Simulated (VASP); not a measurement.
# Si (Fd-3m) in VASP: relaxation of cell and atoms with PBEsol

Aim: the relaxation of cell and atoms of Si with PBEsol.

Program: VASP 6.6.1. These are calculated values, not measurements. Logs are shortened: lines on timing, memory, paths and dates and some standing lists are left out, and cuts for length are marked.

### Step 1. The cell of the first run

It takes space group Fd-3m (No. 227, cubic). The conventional cell has a = 5.433 Å, b = 5.433 Å, c = 5.433 Å, α = 90.00°, β = 90.00°, γ = 90.00°. Si (site symmetry -43m) has 4 Si at 2.35 Å within 3.1 Å.

### Step 2. Relaxation of cell and atoms, PBEsol

Input file INCAR:

```
  ALGO = Normal
  EDIFF = 1E-7
  EDIFFG = -0.001
  ENCUT = 600
  GGA = PS
  IBRION = 2
  ISIF = 3
  ISMEAR = 0
  LASPH = True
  LCHARG = False
  LREAL = False
  LWAVE = False
  NELM = 80
  NSW = 80
  PREC = Accurate
  SIGMA = 0.01
```

Input file KPOINTS:

```
k-points
0
Gamma
  12 12 12
```

Input file POSCAR:

```
Si
1.0
    0.0000000000      2.7165040204      2.7165040204
    2.7165040204      0.0000000000      2.7165040204
    2.7165040204      2.7165040204      0.0000000000
Si
2
Direct
    0.5000000000      0.5000000000      0.5000000000
    0.7500000000      0.7500000000      0.7500000000
```

Potentials or basis: VASP PAW PBE potentials, release 64 (Si).

Command:

```bash
> cat potpaw_PBE.64/Si/POTCAR > POTCAR
> mpirun -np 1 vasp_std > vasp.out
```

OUTCAR:

```text
EDIFF = 1E-7
   EDIFFG = -0.001
   ENCUT = 600
   GGA = PS
   IBRION = 2
   ISIF = 3
   ISMEAR = 0
   LASPH = True
   LREAL = False
   NELM = 80
   NSW = 80
   PREC = Accurate

 ion  position               nearest neighbor table
   1  0.500  0.500  0.500-   2 2.35   2 2.35   2 2.35   2 2.35
   2  0.750  0.750  0.750-   1 2.35   1 2.35   1 2.35   1 2.35

  LATTYP: Found a face centered cubic cell.
 ALAT       =     5.4330080408

  Lattice vectors:

 A1 = (   0.0000000000,   2.7165040204,   2.7165040204)
 A2 = (   2.7165040204,   0.0000000000,   2.7165040204)
 A3 = (   2.7165040204,   2.7165040204,   0.0000000000)

Analysis of symmetry for initial positions (statically):
=====================================================================
 Subroutine PRICEL returns:
 Original cell was already a primitive cell.

 Routine SETGRP: Setting up the symmetry group for a
 face centered cubic supercell.

 Subroutine GETGRP returns: Found 48 space group operations
 (whereof 24 operations were pure point group operations)
 out of a pool of 48 trial point group operations.

The static configuration has the point symmetry T_d .
 The point group associated with its full space group is O_h .

Analysis of symmetry for dynamics (positions and initial velocities):
=====================================================================
 Subroutine PRICEL returns:
 Original cell was already a primitive cell.

 Routine SETGRP: Setting up the symmetry group for a
 face centered cubic supercell.

 Subroutine GETGRP returns: Found 48 space group operations
 (whereof 24 operations were pure point group operations)
 out of a pool of 48 trial point group operations.

The dynamic configuration has the point symmetry T_d .
 The point group associated with its full space group is O_h .

 Subroutine INISYM returns: Found 48 space group operations
 (whereof 24 operations are pure point group operations),
 and found     1 'primitive' translations

----------------------------------------------------------------------------------------

                                     Primitive cell

  volume of cell :      40.0923

  direct lattice vectors                    reciprocal lattice vectors
[... 92 lines left out ...]
   NFREE  =      1    steps in history (QN), initial steepest desc. (CG)
   ISIF   =      3    stress and relaxation
   ISYM   =      2    0-nonsym 1-usesym 2-fastsym
   POTIM  = 0.5000    time-step for ionic-motion
   TEBEG  =    0.0;   TEEND  =   0.0 temperature during run
   PSTRESS=    0.0 pullay stress
   NELECT =       8.0000    total number of electrons
   NUPDOWN=      -1.0000    fix difference up-down
   EMIN   =  10.00;   EMAX   =-10.00  energy-range for DOS
   EFERMI =   0.00;   METHOD = LEGACY
   ISMEAR =     0;   SIGMA  =   0.01  broadening in eV -4-tet -1-fermi 0-gaus
   EFERMI_NEDOS =   21; number of points for ismear=-14 and -15
   IALGO  =     38    algorithm
   IMIX   =      4    mixing-type and parameters
     AMIX     =   0.40;   BMIX     =  1.00
     AMIX_MAG =   1.60;   BMIX_MAG =  1.00
  volume/ion in A,a.u.               =      20.05       135.28
  Fermi-wavevector in a.u.,A,eV,Ry     =   0.956646  1.807798 12.451658  0.915171
  Thomas-Fermi vector in A             =   2.085593
   LORBIT       =      0    0 simple, 1 ext, 2 COOP (PROOUT), +10 PAW based schemes
   GGA     = PS    functional components
   LHFCALC =     F    Hartree Fock is set to
   AEXX    =    0.0000 exact exchange contribution
   IVDW    =     0    specifies the selected vdW correction
   LEPSILON=     F    determine dielectric tensor
   LRPA    =     F    only Hartree local field effects (RPA)
 conjugate gradient relaxation of ions
 non-spin polarized calculation
 Gauss-broadening in eV      SIGMA  =   0.01
  energy-cutoff  :      600.00
  volume of cell :       40.09
 maximum number of plane-waves:      1363
   NGX = 15   NGY = 15   NGZ = 15

--------------------------------------- Ionic step        1  -------------------------------------------

 number of electron       7.9999999 magnetization

 Free energy of the ion-electron system (eV)
  ---------------------------------------------------
  ext. energy  EPLUGINS =         0.00000000
  ---------------------------------------------------
  free energy    TOTEN  =       -11.49318545 eV

  energy without entropy =      -11.49318545  energy(sigma->0) =      -11.49318545

------------------------ aborting loop because EDIFF is reached ----------------------------------------

  FORCE on cell =-STRESS in cart. coord.  units (eV):
  Direction    XX          YY          ZZ          XY          YZ          ZX
  --------------------------------------------------------------------------------------
  -------------------------------------------------------------------------------------
  Total        0.0360141      0.0360141      0.0360141     -0.0000000      0.0000000      0.0000000
  in kB        1.4392027      1.4392027      1.4392027     -0.0000000      0.0000000      0.0000000
  external PRESSURE =       1.4392027 kB  Pullay stress =       0.0000000 kB
[... 59 lines left out ...]
--------------------------------------- Ionic step        3  -------------------------------------------

 number of electron       7.9999999 magnetization

 Free energy of the ion-electron system (eV)
  ---------------------------------------------------
  ext. energy  EPLUGINS =         0.00000000
  ---------------------------------------------------
  free energy    TOTEN  =       -11.49321158 eV

  energy without entropy =      -11.49321158  energy(sigma->0) =      -11.49321158

 E-fermi :   5.8511     XC(G=0):  -9.5430

 val. band max:        5.7619629147   @ k =   0.0000   0.0000   0.0000
 cond. band min:       6.2234880098   @ k =   0.4167   0.4167   0.0000
 fundamental gap:      0.4615250951
 Fermi energy:         5.8511082268

 k-point     1 :       0.0000    0.0000    0.0000
  band No.  band energies     occupation
      1      -6.2093      2.00000
      2       5.7620      2.00000
      3       5.7620      2.00000
      4       5.7620      2.00000
      5       8.2783      0.00000
      6       8.2783      0.00000
      7       8.2783      0.00000
      8       9.0549      0.00000
[... 243 lines left out ...]
 k-point    24 :      -0.4167    0.1667    0.0000
  band No.  band energies     occupation
      1      -3.5933      2.00000
      2      -1.0283      2.00000
      3       2.7437      2.00000
      4       4.1624      2.00000
      5       7.8610      0.00000
      6       9.7537      0.00000
      7      10.0967      0.00000
      8      13.6452      0.00000

 [... further k-points ...]
[... 5 lines left out ...]
  --------------------------------------------------------------------------------------
  -------------------------------------------------------------------------------------
  Total        0.0011846      0.0011846      0.0011846      0.0000000      0.0000000      0.0000000
  in kB        0.0472695      0.0472695      0.0472695      0.0000000      0.0000000      0.0000000
  external PRESSURE =       0.0472695 kB  Pullay stress =       0.0000000 kB
[... 17 lines left out ...]
  FREE ENERGIE OF THE ION-ELECTRON SYSTEM (eV)
  ---------------------------------------------------
  free  energy   TOTEN  =       -11.4932115842 eV

  energy  without entropy=      -11.4932115842  energy(sigma->0) =      -11.49321158

 reached required accuracy - stopping structural energy minimisation
```

Run time: 29 s. Hardware: 1 thread of Intel Xeon Platinum 8259CL at 2.50GHz (Skylake/Cascade Lake), shared host; peak memory 0.18 GiB.

What came out:

| Quantity | Value |
| --- | --- |
| Free energy | -11.4932 eV |
| Relaxed volume | 20.08 Å³/atom |
| Relaxed cell | a = 3.844 Å, b = 3.844 Å, c = 3.844 Å, α = 60.00°, β = 60.00°, γ = 60.00° |
| Space group after relaxing (to 0.05 Å) | Fd-3m (No. 227) |
| Energy gained by relaxing | 0.0 meV/atom |
| Ionic steps | 3 |
| Pressure after relaxing | 0.0 GPa |
| Band gap on the k mesh | 0.46 eV, indirect (least direct gap 2.52 eV) |

Final structure:
```
CELL_PARAMETERS angstrom
0.00000 2.71784 2.71784
2.71784 0.00000 2.71784
2.71784 2.71784 0.00000
ATOMIC_POSITIONS crystal
Si 0.50000 0.50000 0.50000
Si 0.75000 0.75000 0.75000
```

Levels at points of the mesh, in eV from the valence-band top:
```csv
k point,band 1,band 2,band 3,band 4,band 5,band 6,band 7,band 8
"(0.00, 0.00, 0.00)",-11.97,0.00,0.00,0.00,2.52,2.52,2.52,3.29
"(0.50, 0.00, 0.00)",-9.63,-7.00,-1.20,-1.20,1.46,3.27,3.27,7.51
"(0.50, 0.50, 0.00)",-7.82,-7.82,-2.87,-2.87,0.59,0.59,10.04,10.04
```

Caveat: the PAW data sets were made with another functional, which shifts forces and pressure a little.
